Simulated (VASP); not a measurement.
# Sr in VASP: further runs

The runs below take Sr through single point, with PBE.

Program: VASP 6.6.1. These are calculated values, not measurements. Logs are shortened: lines on timing, memory, paths and dates and some standing lists are left out, and cuts for length are marked.

## Step 1: The cell of the first run

The cell holds a sheet with vacuum, 2 atoms: a = 4.096 Å, b = 4.096 Å, c = 29.885 Å, α = 90.00°, β = 90.00°, γ = 90.00°.

## Step 2: Single point, PBE

INCAR

```
SYSTEM = Sr
  ALGO = Normal
  DIPOL = 0.5 0.5 0.301
  EDIFF = 1E-7
  ENCUT = 520
  GGA = PE
  IDIPOL = 3
  ISIF = 2
  ISMEAR = 0
  LASPH = .TRUE.
  LCHARG = .FALSE.
  LDIPOL = .TRUE.
  LREAL = .FALSE.
  LWAVE = .FALSE.
  NBANDS = 17
  NELM = 60
  PREC = Accurate
  SIGMA = 0.02
```

KPOINTS

```
k-points
0
G
  8 8 1
  0 0 0
```

POSCAR

```
Sr
1.0
    4.0960560692      0.0000000000      0.0000000000
    0.0000000000      4.0960560692      0.0000000000
    0.0000000000      0.0000000000     29.8846998400
Sr
2
Direct
    0.5000000000      0.0000000000      0.2507022787
    0.0000000000      0.5000000000      0.3516126215
```

Potentials or basis: VASP PAW PBE potentials, release 64 (Sr_sv).

Started as:

```sh
> cat potpaw_PBE.64/Sr_sv/POTCAR > POTCAR
> mpirun -np 1 vasp_std > vasp.out
```

OUTCAR:

```text
SYSTEM = Sr
   EDIFF = 1E-7
   ENCUT = 520
   GGA = PE
   ISIF = 2
   ISMEAR = 0
   LASPH = .TRUE.
   LREAL = .FALSE.
   NELM = 60
   PREC = Accurate

 ion  position               nearest neighbor table
   1  0.500  0.000  0.251-   2 4.18   2 4.18   2 4.18   2 4.18
   2  0.000  0.500  0.352-   1 4.18   1 4.18   1 4.18   1 4.18

  LATTYP: Found a simple tetragonal cell.
 ALAT       =     4.0960560692
 C/A-ratio  =     7.2959694240

  Lattice vectors:

 A1 = (   4.0960560692,   0.0000000000,   0.0000000000)
 A2 = (   0.0000000000,   4.0960560692,   0.0000000000)
 A3 = (   0.0000000000,   0.0000000000,  29.8846998400)

Analysis of symmetry for initial positions (statically):
=====================================================================
 Subroutine PRICEL returns:
 Original cell was already a primitive cell.

 Routine SETGRP: Setting up the symmetry group for a
 simple tetragonal supercell.

 Subroutine GETGRP returns: Found 16 space group operations
 (whereof  4 operations were pure point group operations)
 out of a pool of 16 trial point group operations.

The static configuration has the point symmetry C_2v.
 The point group associated with its full space group is D_4h.

Analysis of symmetry for dynamics (positions and initial velocities):
=====================================================================
 Subroutine PRICEL returns:
 Original cell was already a primitive cell.

 Routine SETGRP: Setting up the symmetry group for a
 simple tetragonal supercell.

 Subroutine GETGRP returns: Found 16 space group operations
 (whereof  4 operations were pure point group operations)
 out of a pool of 16 trial point group operations.

The dynamic configuration has the point symmetry C_2v.
 The point group associated with its full space group is D_4h.

 Subroutine INISYM returns: Found 16 space group operations
 (whereof  4 operations are pure point group operations),
 and found     1 'primitive' translations

----------------------------------------------------------------------------------------

                                     Primitive cell

  volume of cell :     501.3958

  direct lattice vectors                    reciprocal lattice vectors
     4.096056069  0.000000000  0.000000000     0.244137283  0.000000000  0.000000000
     0.000000000  4.096056069  0.000000000     0.000000000  0.244137283  0.000000000
     0.000000000  0.000000000 29.884699840     0.000000000  0.000000000  0.033461939

  length of vectors
     4.096056069  4.096056069 29.884699840     0.244137283  0.244137283  0.033461939

  position of ions in fractional coordinates (direct lattice)
     0.500000000  0.000000000  0.250702279
     0.000000000  0.500000000  0.351612622

  ion indices of the primitive-cell ions
   primitive index   ion index
                 1           1
                 2           2

----------------------------------------------------------------------------------------

 KPOINTS: k-points

Automatic generation of k-mesh.
 Grid dimensions read from file:
 generate k-points for:    8    8    1

 Generating k-lattice:

  Cartesian coordinates                     Fractional coordinates (reciprocal lattice)
     0.030517160  0.000000000  0.000000000     0.125000000  0.000000000  0.000000000
     0.000000000  0.030517160  0.000000000     0.000000000  0.125000000  0.000000000
     0.000000000  0.000000000  0.033461939     0.000000000  0.000000000  1.000000000

  Length of vectors
     0.030517160  0.030517160  0.033461939

  Shift w.r.t. Gamma in fractional coordinates (k-lattice)
     0.000000000  0.000000000  0.000000000

 Subroutine IBZKPT returns following result:
 ===========================================

 Found     15 irreducible k-points:

 Following reciprocal coordinates:
            Coordinates               Weight
  0.000000  0.000000  0.000000      1.000000
  0.125000  0.000000  0.000000      4.000000
  0.250000  0.000000  0.000000      4.000000
  0.375000  0.000000  0.000000      4.000000
  0.500000  0.000000  0.000000      2.000000
  0.125000  0.125000  0.000000      4.000000
  0.250000  0.125000  0.000000      8.000000
  0.375000  0.125000  0.000000      8.000000
  0.500000  0.125000  0.000000      4.000000
  0.250000  0.250000  0.000000      4.000000
  0.375000  0.250000  0.000000      8.000000
  0.500000  0.250000  0.000000      4.000000
  0.375000  0.375000  0.000000      4.000000
  0.500000  0.375000  0.000000      4.000000
  0.500000  0.500000  0.000000      1.000000
   k-points           NKPTS =     15   k-points in BZ     NKDIM =     15   number of bands    NBANDS=     17
   number of dos      NEDOS =    301   number of ions     NIONS =      2
   total plane-waves  NPLWV = 201600
   dimension x,y,z NGX =    30 NGY =   30 NGZ =  224
   dimension x,y,z NGXF=    60 NGYF=   60 NGZF=  448
   ions per type =               2
   NGX,Y,Z   is equivalent  to a cutoff of  12.18, 12.18, 12.46 a.u.
   NGXF,Y,Z  is equivalent  to a cutoff of  24.35, 24.35, 24.92 a.u.
 SYSTEM =  Sr
   PREC   = accura    normal or accurate (medium, high low for compatibility)
   ISTART =      0    job   : 0-new  1-cont  2-samecut
   ICHARG =      2    charge: 1-file 2-atom 10-const
   ISPIN  =      1    spin polarized calculation?
   LNONCOLLINEAR =      F non collinear calculations
   LSORBIT =      F    spin-orbit coupling
   LASPH  =      T    aspherical Exc in radial PAW
   ENCUT  =  520.0 eV  38.22 Ry    6.18 a.u.   7.62  7.62 55.57*2*pi/ulx,y,z
   NELM   =     60;   NELMIN=  2; NELMDL= -5     # of ELM steps
   EDIFF  = 0.1E-06   stopping-criterion for ELM
   LREAL  =      F    real-space projection
   EDIFFG = 0.1E-05   stopping-criterion for IOM
   NSW    =      0    number of steps for IOM
   IBRION =     -1    ionic relax: 0-MD 1-quasi-New 2-CG
   NFREE  =      0    steps in history (QN), initial steepest desc. (CG)
   ISIF   =      2    stress and relaxation
   ISYM   =      2    0-nonsym 1-usesym 2-fastsym
   POTIM  = 0.5000    time-step for ionic-motion
   TEBEG  =    0.0;   TEEND  =   0.0 temperature during run
   PSTRESS=    0.0 pullay stress
   NELECT =      20.0000    total number of electrons
   NUPDOWN=      -1.0000    fix difference up-down
   EMIN   =  10.00;   EMAX   =-10.00  energy-range for DOS
   EFERMI =   0.00;   METHOD = LEGACY
   ISMEAR =     0;   SIGMA  =   0.02  broadening in eV -4-tet -1-fermi 0-gaus
   EFERMI_NEDOS =   21; number of points for ismear=-14 and -15
   IALGO  =     38    algorithm
   IMIX   =      4    mixing-type and parameters
     AMIX     =   0.40;   BMIX     =  1.00
     AMIX_MAG =   1.60;   BMIX_MAG =  1.00
  volume/ion in A,a.u.               =     250.70      1691.79
  Fermi-wavevector in a.u.,A,eV,Ry     =   0.559360  1.057037  4.257037  0.312883
  Thomas-Fermi vector in A             =   1.594775
   LORBIT       =      0    0 simple, 1 ext, 2 COOP (PROOUT), +10 PAW based schemes
   GGA     = PE    functional components
   LHFCALC =     F    Hartree Fock is set to
   AEXX    =    0.0000 exact exchange contribution
   IVDW    =     0    specifies the selected vdW correction
   LEPSILON=     F    determine dielectric tensor
   LRPA    =     F    only Hartree local field effects (RPA)
 non-spin polarized calculation
 Gauss-broadening in eV      SIGMA  =   0.02
  energy-cutoff  :      520.00
  volume of cell :      501.40
 maximum number of plane-waves:     13559
   NGX = 15   NGY = 15   NGZ =111

 dipolmoment           0.000000      0.000000     -0.000044 electrons x Angstroem

 number of electron      20.0000000 magnetization

 dipolmoment           0.000000      0.000000      0.000000 electrons x Angstroem

 Free energy of the ion-electron system (eV)
  ---------------------------------------------------
  ext. energy  EPLUGINS =         0.00000000
  ---------------------------------------------------
  free energy    TOTEN  =        -2.51356647 eV

  energy without entropy =       -2.51356640  energy(sigma->0) =       -2.51356644

 E-fermi :  -1.4473     XC(G=0):  -2.1142

 val. band max:       -1.5126410860   @ k =   0.3750   0.2500   0.0000
 cond. band min:      -1.3815146821   @ k =   0.3750   0.1250   0.0000
 fundamental gap:      0.1311264039
 Fermi energy:        -1.4473113956

 k-point     1 :       0.0000    0.0000    0.0000
  band No.  band energies     occupation
      1     -38.4224      2.00000
      2     -38.4105      2.00000
      3     -20.5170      2.00000
      4     -20.4022      2.00000
      5     -20.3133      2.00000
      6     -20.3133      2.00000
[... 9 lines left out ...]
     16       0.9298      0.00000
     17       1.0508      0.00000

 k-point     2 :       0.1250    0.0000    0.0000
  band No.  band energies     occupation
      1     -38.4207      2.00000
      2     -38.4098      2.00000
      3     -20.5120      2.00000
      4     -20.4086      2.00000
      5     -20.3301      2.00000
      6     -20.3098      2.00000
[... 9 lines left out ...]
     16       0.8918      0.00000
     17       1.0903      0.00000

 k-point     3 :       0.2500    0.0000    0.0000
  band No.  band energies     occupation
      1     -38.4166      2.00000
      2     -38.4082      2.00000
      3     -20.5004      2.00000
      4     -20.4337      2.00000
      5     -20.3620      2.00000
      6     -20.3491      2.00000
[... 9 lines left out ...]
     16       0.6669      0.00000
     17       1.2600      0.00000

 k-point     4 :       0.3750    0.0000    0.0000
  band No.  band energies     occupation
      1     -38.4119      2.00000
      2     -38.4073      2.00000
      3     -20.4936      2.00000
      4     -20.4718      2.00000
      5     -20.3919      2.00000
      6     -20.3842      2.00000
[... 9 lines left out ...]
     16       0.6548      0.00000
     17       1.1565      0.00000
[... 163 lines left out ...]
      1     -38.4037      2.00000
      2     -38.4020      2.00000
      3     -20.4628      2.00000
      4     -20.4397      2.00000
      5     -20.4354      2.00000
      6     -20.4140      2.00000
[... 9 lines left out ...]
     16       0.5371      0.00000
     17       1.3596      0.00000

 k-point    14 :       0.5000    0.3750    0.0000
  band No.  band energies     occupation
      1     -38.4017      2.00000
      2     -38.4017      2.00000
      3     -20.4599      2.00000
      4     -20.4599      2.00000
      5     -20.4246      2.00000
      6     -20.4246      2.00000
[... 9 lines left out ...]
     16       0.5324      0.00000
     17       1.3741      0.00000

 k-point    15 :       0.5000    0.5000    0.0000
  band No.  band energies     occupation
      1     -38.4006      2.00000
      2     -38.4006      2.00000
      3     -20.4610      2.00000
      4     -20.4610      2.00000
      5     -20.4282      2.00000
      6     -20.4282      2.00000
[... 9 lines left out ...]
     16       0.7169      0.00000
     17       1.1367      0.00000

------------------------ aborting loop because EDIFF is reached ----------------------------------------

 vacuum level on the upper side and lower side of the slab       (xc-potential included)        -0.006        -0.006

  FORCE on cell =-STRESS in cart. coord.  units (eV):
  Direction    XX          YY          ZZ          XY          YZ          ZX
  --------------------------------------------------------------------------------------
  -------------------------------------------------------------------------------------
  Total       -0.0137116     -0.0137116      0.0005592     -0.0000000      0.0000000      0.0000000
  in kB       -0.0438146     -0.0438146      0.0017869     -0.0000000      0.0000000      0.0000000
  external PRESSURE =      -0.0286141 kB  Pullay stress =       0.0000000 kB

 VOLUME and BASIS-vectors are now :
 -----------------------------------------------------------------------------
  energy-cutoff  :      520.00
  volume of cell :      501.40
      direct lattice vectors                 reciprocal lattice vectors
     4.096056069  0.000000000  0.000000000     0.244137283  0.000000000  0.000000000
     0.000000000  4.096056069  0.000000000     0.000000000  0.244137283  0.000000000
     0.000000000  0.000000000 29.884699840     0.000000000  0.000000000  0.033461939

 POSITION                                       TOTAL-FORCE (eV/Angst)
 -----------------------------------------------------------------------------------
      2.04803      0.00000      7.49216         0.000000     -0.000000     -0.001881
      0.00000      2.04803     10.50784        -0.000000      0.000000      0.001881
 -----------------------------------------------------------------------------------
    total drift:                                0.000000      0.000000      0.000005

  FREE ENERGIE OF THE ION-ELECTRON SYSTEM (eV)
  ---------------------------------------------------
  free  energy   TOTEN  =        -2.5135664694 eV

  energy  without entropy=       -2.5135664035  energy(sigma->0) =       -2.51356644

 vacuum level on the upper side and lower side of the slab         0.959         0.959
```

Wall time 3.7 min (1 thread of Oxide Virtual Turin-like, shared host); peak memory 0.49 GiB.

What came out:

- Free energy: -2.5136 eV
- Band gap on the k mesh: 0.13 eV, indirect (least direct gap 0.19 eV)

(Continued in part 2 of 2.)
